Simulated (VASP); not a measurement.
# Ir (P6_3/mmc) in VASP: further runs

Ir is run at these levels: r2SCAN; tasks: single point.

Program: VASP 6.6.1. These are calculated values, not measurements. Logs are shortened: lines on timing, memory, paths and dates and some standing lists are left out, and cuts for length are marked.

**1. The cell of the first run**

Symmetry: P6_3/mmc, No. 194, hexagonal system. The conventional cell has a = 2.729 Å, b = 2.729 Å, c = 4.428 Å, α = 90.00°, β = 90.00°, γ = 120.00°. Within 3.6 Å of Ir (site symmetry -6m2) lie 12 Ir at 2.72 to 2.73 Å.

This isn't the form of Ir at room conditions, which is fcc.

**2. Single point, r2SCAN**

The input, POSCAR:

```
Ir
1.0
    2.7290915489      0.0000000000      0.0000000000
   -1.3645457745      2.3634626106      0.0000000000
    0.0000000000      0.0000000000      4.4276445707
Ir
2
Direct
    0.3333333333      0.6666666667      0.2500000000
    0.6666666667      0.3333333333      0.7500000000
```

The input, INCAR.step1:

```
SYSTEM = Ir
PREC = Accurate
ENCUT = 520
ISMEAR = -1
SIGMA = 0.1
LREAL = .FALSE.
LASPH = .TRUE.
NELM = 100
NBANDS = 16
GGA = PE
ALGO = Normal
EDIFF = 1E-4
LWAVE = .TRUE.
LCHARG = .FALSE.
```

The input, INCAR.step2:

```
SYSTEM = Ir
PREC = Accurate
ENCUT = 520
EDIFF = 1E-6
ISMEAR = -1
SIGMA = 0.1
LREAL = .FALSE.
LASPH = .TRUE.
NELM = 100
ALGO = Normal
ISIF = 2
LWAVE = .FALSE.
LCHARG = .FALSE.
METAGGA = R2SCAN
LMIXTAU = .TRUE.
NBANDS = 16
ISTART = 1
```

The input, KPOINTS:

```
Automatic mesh
0
G
  13 13 7
  0 0 0
```

Potentials or basis: VASP PAW PBE potentials, release 64 (Ir).

Run with:

```sh
cat potpaw_PBE.64/Ir/POTCAR > POTCAR
cp INCAR.step1 INCAR
mpirun -np 1 vasp_std > vasp.out
cp INCAR.step2 INCAR
mpirun -np 1 vasp_std > vasp.out
```

OUTCAR:

```text
SYSTEM = Ir
   PREC = Accurate
   ENCUT = 520
   EDIFF = 1E-6
   ISMEAR = -1
   LREAL = .FALSE.
   LASPH = .TRUE.
   NELM = 100
   ISIF = 2
   METAGGA = R2SCAN
   ISTART = 1

 ion  position               nearest neighbor table
   1  0.333  0.667  0.250-   2 2.72   2 2.72   2 2.72   2 2.72   2 2.72   2 2.72
   2  0.667  0.333  0.750-   1 2.72   1 2.72   1 2.72   1 2.72   1 2.72   1 2.72

  LATTYP: Found a hexagonal cell.
 ALAT       =     2.7290915489
 C/A-ratio  =     1.6223877035

  Lattice vectors:

 A1 = (   2.7290915489,   0.0000000000,   0.0000000000)
 A2 = (  -1.3645457745,   2.3634626106,   0.0000000000)
 A3 = (   0.0000000000,   0.0000000000,   4.4276445707)

Analysis of symmetry for initial positions (statically):
=====================================================================
 Subroutine PRICEL returns:
 Original cell was already a primitive cell.

 Routine SETGRP: Setting up the symmetry group for a
 hexagonal supercell.

 Subroutine GETGRP returns: Found 24 space group operations
 (whereof 12 operations were pure point group operations)
 out of a pool of 24 trial point group operations.

The static configuration has the point symmetry D_3d.
 The point group associated with its full space group is D_6h.

Analysis of symmetry for dynamics (positions and initial velocities):
=====================================================================
 Subroutine PRICEL returns:
 Original cell was already a primitive cell.

 Routine SETGRP: Setting up the symmetry group for a
 hexagonal supercell.

 Subroutine GETGRP returns: Found 24 space group operations
 (whereof 12 operations were pure point group operations)
 out of a pool of 24 trial point group operations.

The dynamic configuration has the point symmetry D_3d.
 The point group associated with its full space group is D_6h.

 Subroutine INISYM returns: Found 24 space group operations
 (whereof 12 operations are pure point group operations),
 and found     1 'primitive' translations

----------------------------------------------------------------------------------------

                                     Primitive cell

  volume of cell :      28.5588

  direct lattice vectors                    reciprocal lattice vectors
     2.729091549  0.000000000  0.000000000     0.366422299  0.211554013  0.000000000
    -1.364545775  2.363462611  0.000000000     0.000000000  0.423108026  0.000000000
     0.000000000  0.000000000  4.427644571     0.000000000  0.000000000  0.225853721

  length of vectors
     2.729091549  2.729091549  4.427644571     0.423108026  0.423108026  0.225853721

  position of ions in fractional coordinates (direct lattice)
     0.333333333  0.666666667  0.250000000
     0.666666667  0.333333333  0.750000000

  ion indices of the primitive-cell ions
   primitive index   ion index
                 1           1
                 2           2

----------------------------------------------------------------------------------------

 KPOINTS: Automatic mesh

Automatic generation of k-mesh.
 Grid dimensions read from file:
 generate k-points for:   13   13    7

 Generating k-lattice:

  Cartesian coordinates                     Fractional coordinates (reciprocal lattice)
     0.028186331  0.016273386  0.000000000     0.076923077  0.000000000  0.000000000
     0.000000000  0.032546771  0.000000000     0.000000000  0.076923077  0.000000000
     0.000000000  0.000000000  0.032264817     0.000000000  0.000000000  0.142857143

  Length of vectors
     0.032546771  0.032546771  0.032264817

  Shift w.r.t. Gamma in fractional coordinates (k-lattice)
     0.000000000  0.000000000  0.000000000

 Subroutine IBZKPT returns following result:
 ===========================================

 Found     84 irreducible k-points:

 Following reciprocal coordinates:
            Coordinates               Weight
  0.000000  0.000000  0.000000      1.000000
  0.076923  0.000000  0.000000      6.000000
  0.153846  0.000000  0.000000      6.000000
  0.230769 -0.000000  0.000000      6.000000
  0.307692  0.000000  0.000000      6.000000
  0.384615  0.000000  0.000000      6.000000
[... 16 lines left out ...]
  0.076923  0.000000  0.142857     12.000000
  0.153846  0.000000  0.142857     12.000000
 [... further k-points ...]
   k-points           NKPTS =     84   k-points in BZ     NKDIM =     84   number of bands    NBANDS=     16
   number of dos      NEDOS =    301   number of ions     NIONS =      2
   total plane-waves  NPLWV =  14400
   dimension x,y,z NGX =    20 NGY =   20 NGZ =   36
   dimension x,y,z NGXF=    40 NGYF=   40 NGZF=   72
   ions per type =               2
   NGX,Y,Z   is equivalent  to a cutoff of  12.18, 12.18, 13.52 a.u.
   NGXF,Y,Z  is equivalent  to a cutoff of  24.37, 24.37, 27.03 a.u.
 SYSTEM =  Ir
   PREC   = accura    normal or accurate (medium, high low for compatibility)
   ISTART =      1    job   : 0-new  1-cont  2-samecut
   ICHARG =      0    charge: 1-file 2-atom 10-const
   ISPIN  =      1    spin polarized calculation?
   LNONCOLLINEAR =      F non collinear calculations
   LSORBIT =      F    spin-orbit coupling
   LASPH  =      T    aspherical Exc in radial PAW
   ENCUT  =  520.0 eV  38.22 Ry    6.18 a.u.   5.07  5.07  8.23*2*pi/ulx,y,z
   NELM   =    100;   NELMIN=  2; NELMDL=  0     # of ELM steps
   EDIFF  = 0.1E-05   stopping-criterion for ELM
   LREAL  =      F    real-space projection
   EDIFFG = 0.1E-04   stopping-criterion for IOM
   NSW    =      0    number of steps for IOM
   IBRION =     -1    ionic relax: 0-MD 1-quasi-New 2-CG
   NFREE  =      0    steps in history (QN), initial steepest desc. (CG)
   ISIF   =      2    stress and relaxation
   ISYM   =      2    0-nonsym 1-usesym 2-fastsym
   POTIM  = 0.5000    time-step for ionic-motion
   TEBEG  =    0.0;   TEEND  =   0.0 temperature during run
   PSTRESS=    0.0 pullay stress
   NELECT =      18.0000    total number of electrons
   NUPDOWN=      -1.0000    fix difference up-down
   EMIN   =  10.00;   EMAX   =-10.00  energy-range for DOS
   EFERMI =   0.00;   METHOD = LEGACY
   ISMEAR =    -1;   SIGMA  =   0.10  broadening in eV -4-tet -1-fermi 0-gaus
   EFERMI_NEDOS =   21; number of points for ismear=-14 and -15
   IALGO  =     38    algorithm
   IMIX   =      4    mixing-type and parameters
     AMIX     =   0.40;   BMIX     =  1.00
     AMIX_MAG =   1.60;   BMIX_MAG =  1.00
  volume/ion in A,a.u.               =      14.28        96.36
  Fermi-wavevector in a.u.,A,eV,Ry     =   1.403629  2.652475 26.805866  1.970176
  Thomas-Fermi vector in A             =   2.526272
   LORBIT       =      0    0 simple, 1 ext, 2 COOP (PROOUT), +10 PAW based schemes
   METAGGA = R2SCAN    functional components
   LHFCALC =     F    Hartree Fock is set to
   AEXX    =    0.0000 exact exchange contribution
   IVDW    =     0    specifies the selected vdW correction
   LEPSILON=     F    determine dielectric tensor
   LRPA    =     F    only Hartree local field effects (RPA)
 non-spin polarized calculation
  energy-cutoff  :      520.00
  volume of cell :       28.56
 maximum number of plane-waves:       785
   NGX = 11   NGY = 11   NGZ = 17

 number of electron      18.0000000 magnetization

 Free energy of the ion-electron system (eV)
  ---------------------------------------------------
  ext. energy  EPLUGINS =         0.00000000
  ---------------------------------------------------
  free energy    TOTEN  =      -104.58400289 eV

  energy without entropy =     -104.50108442  energy(sigma->0) =     -104.54254366

 E-fermi :  10.1693     XC(G=0): -15.2718

 val. band max:       10.1507606028   @ k =   0.3846   0.0000   0.1429
 cond. band min:      10.1811708744   @ k =   0.3846   0.2308   0.2857
 fundamental gap:      0.0304102716
 Fermi energy:        10.1692777821

 k-point     1 :       0.0000    0.0000    0.0000
  band No.  band energies     occupation
      1      -1.4158      2.00000
      2       1.7167      2.00000
      3       6.0985      2.00000
      4       6.2028      2.00000
      5       6.2028      2.00000
      6       6.8725      2.00000
[... 8 lines left out ...]
     15      27.4490      0.00000
     16      28.5077      0.00000

 k-point     2 :       0.0769    0.0000    0.0000
  band No.  band energies     occupation
      1      -1.1761      2.00000
      2       1.9293      2.00000
      3       5.7292      2.00000
      4       6.4039      2.00000
      5       6.5197      2.00000
      6       6.7505      2.00000
[... 8 lines left out ...]
     15      27.7582      0.00000
     16      28.8577      0.00000

 k-point     3 :       0.1538    0.0000    0.0000
  band No.  band energies     occupation
      1      -0.4948      2.00000
      2       2.4777      2.00000
      3       5.2570      2.00000
      4       6.2993      2.00000
      5       6.3718      2.00000
      6       6.9900      2.00000
[... 8 lines left out ...]
     15      28.3664      0.00000
     16      28.8152      0.00000

 k-point     4 :       0.2308   -0.0000    0.0000
  band No.  band energies     occupation
      1       0.4955      2.00000
      2       2.9757      2.00000
      3       5.0389      2.00000
      4       5.0907      2.00000
      5       6.0795      2.00000
      6       6.7573      2.00000
[... 8 lines left out ...]
     15      27.4241      0.00000
     16      27.4287      0.00000
[... 324 lines left out ...]
 k-point    22 :       0.0000    0.0000    0.1429
  band No.  band energies     occupation
      1      -1.1788      2.00000
      2       1.7306      2.00000
      3       5.9895      2.00000
      4       6.1016      2.00000
      5       6.1016      2.00000
      6       6.7520      2.00000
[... 8 lines left out ...]
     15      27.8663      0.00000
     16      28.3138      0.00000

 k-point    23 :       0.0769    0.0000    0.1429
  band No.  band energies     occupation
      1      -0.9429      2.00000
      2       1.9501      2.00000
      3       5.7233      2.00000
      4       6.2408      2.00000
      5       6.2784      2.00000
      6       6.5177      2.00000
[... 8 lines left out ...]
     15      28.1826      0.00000
     16      28.5796      0.00000

 k-point    24 :       0.1538    0.0000    0.1429
  band No.  band energies     occupation
      1      -0.2776      2.00000
      2       2.5213      2.00000
      3       5.2993      2.00000
      4       5.7925      2.00000
      5       6.2219      2.00000
      6       6.7057      2.00000
[... 8 lines left out ...]
     15      28.0286      0.00000
     16      28.6270      0.00000

 [... further k-points ...]

------------------------ aborting loop because EDIFF is reached ----------------------------------------

  FORCE on cell =-STRESS in cart. coord.  units (eV):
  Direction    XX          YY          ZZ          XY          YZ          ZX
  --------------------------------------------------------------------------------------
  -------------------------------------------------------------------------------------
  Total        0.4296464      0.4296464      0.4594554     -0.0000000      0.0000000      0.0000000
  in kB       24.1036119     24.1036119     25.7759296     -0.0000000      0.0000000      0.0000000
  external PRESSURE =      24.6610511 kB  Pullay stress =       0.0000000 kB

 VOLUME and BASIS-vectors are now :
 -----------------------------------------------------------------------------
  energy-cutoff  :      520.00
  volume of cell :       28.56
      direct lattice vectors                 reciprocal lattice vectors
     2.729091549  0.000000000  0.000000000     0.366422299  0.211554013  0.000000000
    -1.364545775  2.363462611  0.000000000     0.000000000  0.423108026  0.000000000
     0.000000000  0.000000000  4.427644571     0.000000000  0.000000000  0.225853721

 POSITION                                       TOTAL-FORCE (eV/Angst)
 -----------------------------------------------------------------------------------
     -0.00000      1.57564      1.10691         0.000000     -0.000000      0.000000
      1.36455      0.78782      3.32073        -0.000000      0.000000      0.000000
 -----------------------------------------------------------------------------------
    total drift:                               -0.000000      0.000000     -0.000000

  FREE ENERGIE OF THE ION-ELECTRON SYSTEM (eV)
  ---------------------------------------------------
  free  energy   TOTEN  =      -104.5840028935 eV

  energy  without entropy=     -104.5010844235  energy(sigma->0) =     -104.54254366
```

It took 78 s on 1 thread of Intel Xeon Platinum 8488C (Sapphire Rapids), shared host; peak memory 0.16 GiB.

What came out:

| Property | Result |
| --- | --- |
| Free energy | -104.5840 eV |
| Pressure | 2.5 GPa |
| Band gap on the k mesh | zero (bands 9 and 10 overlap by 3.46 eV) |

Levels at points of the mesh, in eV from the Fermi level:
| k point | band 6 | band 7 | band 8 | band 9 | band 10 | band 11 | band 12 | band 13 |
| --- | --- | --- | --- | --- | --- | --- | --- | --- |
| (0.00, 0.00, 0.00) | -3.30 | -3.30 | -2.48 | -2.48 | -0.79 | 0.26 | 0.26 | 7.36 |

Caveat: the PAW data sets were made with another functional, which shifts forces and pressure a little; spin-orbit coupling is left out, which moves the levels of the heavy elements.

[end of part 1 of 2]
